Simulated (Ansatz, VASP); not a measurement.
Two plane-wave programs on Te

The input INCAR:

```
PREC = Accurate
ENCUT = 520
EDIFF = 1E-6
ISMEAR = -1
SIGMA = 0.02
LREAL = False
LASPH = True
NELM = 150
ALGO = Normal
ISIF = 2
LWAVE = False
LCHARG = False
LNONCOLLINEAR = True
MAGMOM = 0 0 0 0 0 0 0 0 0
LORBIT = 11
LSORBIT = True
GGA_COMPAT = False
LORBMOM = True
GGA = PE
NBANDS = 31
```

KPOINTS

```
Automatic mesh
0
Gamma
  6 6 4
```

POSCAR

```
Te
1.0
    4.4712579917      0.0000000000      0.0000000000
   -2.2356289959      3.8722230077      0.0000000000
    0.0000000000      0.0000000000      5.9487466911
Te
3
Direct
    0.2641920560      0.0000000000      0.3333333333
    0.0000000000      0.2641920560      0.6666666667
    0.7358079440      0.7358079440      0.0000000000
```

Input for Ansatz:

```yaml
crystal:
  lattice:
    - [4.4712579917, 0.0, 0.0]
    - [-2.2356289959, 3.8722230077, 0.0]
    - [0.0, 0.0, 5.9487466911]
  atoms:
    - { symbol: Te, position: [0.264192056, 0.0, 0.3333333333] }
    - { symbol: Te, position: [0.0, 0.264192056, 0.6666666667] }
    - { symbol: Te, position: [0.735807944, 0.735807944, 0.0] }
kpoints:
  mp_grid: { grid: [6, 6, 4] }
  band_path:
    path:
      - [0.0, 0.0, 0.0]
      - [0.5, 0.0, 0.0]
      - [0.3333333333, 0.3333333333, 0.0]
      - [0.0, 0.0, 0.5]
      - [0.5, 0.0, 0.5]
      - [0.3333333333, 0.3333333333, 0.5]
      - [0.333333, 0.333333, 0.470052]
    npoints: 1
hamiltonian:
  xc: pbe
scf:
  occupations: { method: fermi_dirac, width: 0.02 }
  n_extra_bands: 8
magnetization:
  noncollinear: true
  spin_orbit: true
output:
  forces: true
  stress: true
  eigenvalues: true
```

Alike in both runs: task single point; functional PBE; k mesh 6 × 6 × 4; occupations fermi-dirac, width 0.02 eV; non-collinear spin, spin-orbit coupling.

|  | VASP | Ansatz |
| --- | --- | --- |
| version | VASP 6.6.1 | Ansatz 0.2.0 |
| potentials or method | VASP PAW PBE potentials, release 64 (Te) | plane waves, PAW |
| plane-wave cutoff (eV) | 520 | 420 |
| valence electrons in the cell | 18 | 48 |

```tsv
	VASP	Ansatz	Ansatz less VASP
pressure (GPa)	1.7	1.7	-0.01
traceless stress, the component that is largest in VASP (GPa)	0.44	0.41	-0.029
rms of the force components (eV/Å)	0.152	0.143	-0.0090
```

Atom by atom the forces differ by 0.009 eV/Å (rms over components). With one functional, cell and mesh, what is left measures potentials, basis and numerics. VASP's potentials hold 18 valence electrons a cell and Ansatz's 48, so a difference there can come from the potentials and not from the codes.
